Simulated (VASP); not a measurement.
Set up this calculation in VASP 6.6.1, as the native input.

* Task: single point
* Functional: LDA
* Potentials or basis: VASP PAW LDA potentials, release 64 (Cd, Te)
* Cutoff: 520 eV
* k mesh: 6 × 6 × 6
* Occupations: gaussian, width 0.01 eV
* Spin: no spin polarisation
* Dipole correction: no
* Further INCAR settings: ALGO = Normal; EDIFF = 1e-07; NBANDS = 16

The structure of CdTe lies in POSCAR:

```
CdTe
1.0
    3.1631165652      3.1631165652      0.0000000000
   -3.1631165652      3.1631165652      0.0000000000
    0.0000000000      3.1631165652      3.1631165652
Cd Te
1 1
Direct
    0.0000000000      0.0000000000      0.0000000000
    0.7500000000      0.2500000000      0.5000000000
```

One way to write it, as run:

INCAR

```
PREC = Accurate
ENCUT = 520
EDIFF = 1E-7
ISMEAR = 0
SIGMA = 0.01
LREAL = False
LASPH = True
NELM = 100
ALGO = Normal
ISIF = 2
LWAVE = False
LCHARG = False
GGA = CA
NBANDS = 16
```

KPOINTS

```
regular mesh
0
Gamma
  6 6 6
```

Potentials or basis: VASP PAW LDA potentials, release 64 (Cd, Te).

Command:

```sh
$ cat potpaw_LDA.64/Cd/POTCAR potpaw_LDA.64/Te/POTCAR > POTCAR
$ mpirun -np 1 vasp_std > vasp.out
```

Results of the run:

```json
{
  "Pressure": "2.3 GPa",
  "Band gap on the k mesh": "0.77 eV, direct"
}
```

Caveat: spin-orbit coupling is left out, which moves the levels of the heavy elements.

It took 43 s on 1 thread of AMD EPYC 7R13, on a shared host, peak memory 0.14 GiB.
